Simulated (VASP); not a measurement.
Hf, 1 atom in the cell. It takes space group Fm-3m (No. 225, cubic). Conventional cell: a = 4.440 Å, b = 4.440 Å, c = 4.440 Å, α = 90.00°, β = 90.00°, γ = 90.00°. Within 4.1 Å of Hf (site symmetry m-3m) lie 12 Hf at 3.14 Å. 

| Property | Result |
| --- | --- |
| Program | VASP 6.6.1 |
| Task | single point |
| Functional | LDA |
| Potentials or basis | VASP PAW LDA potentials, release 64 (Hf_pv) |
| Cutoff | 500 eV |
| k mesh | 8 × 8 × 8 |
| Occupations | gaussian, width 0.1 eV |
| Spin | no spin polarisation |
| Dipole correction | no |
| Further INCAR settings | ALGO = Normal; EDIFF = 1e-06; NBANDS = 11 |

Potentials or basis: VASP PAW LDA potentials, release 64 (Hf_pv).

Command:

```bash
$ cat potpaw_LDA.64/Hf_pv/POTCAR > POTCAR
$ mpirun -np 1 vasp_std > vasp.out
```

Hardware: 1 thread of Intel Xeon 6975P-C, with other jobs on the host.

Estimate the wall time of this run.

Wall time 3.9 s on 1 thread of Intel Xeon 6975P-C, with other jobs on the host, peak memory 0.13 GiB. Counts: scf iterations 11, k points 29.
